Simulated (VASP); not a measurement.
A run of VASP 6.6.1 is set up as follows.

File INCAR:

```
ALGO = Fast
EDIFF = 1E-7
ENCUT = 520
GGA = PE
ISIF = 2
ISMEAR = 0
LASPH = T
LCHARG = F
LREAL = F
LWAVE = F
NBANDS = 21
NELM = 100
PREC = Accurate
SIGMA = 0.15
```

File KPOINTS:

```
k-points
0
Gamma
  24 24 14
```

File POSCAR:

```
Ru
1.0
    2.6520244636      0.0000000000      0.0000000000
   -1.3260122318      2.2967205569      0.0000000000
    0.0000000000      0.0000000000      4.4041887339
Ru
2
Direct
    0.3333333333      0.6666666667      0.2500000000
    0.6666666667      0.3333333333      0.7500000000
```

Potentials or basis: VASP PAW PBE potentials, release 64 (Ru_pv).

Launch:

```bash
$ cat potpaw_PBE.64/Ru_pv/POTCAR > POTCAR
$ mpirun -np 1 vasp_std > vasp.out
```

(1) Predict the band gap on the k mesh.

(2) What does it give for the pressure?

Results:

(1) zero (bands 14 and 15 overlap by 3.23 eV).

(2) 8.9 GPa.

Caveat: the cell differs from its parent crystal (strain -0.025 along x and y, +0.025 along z); the cell stands under pressure.
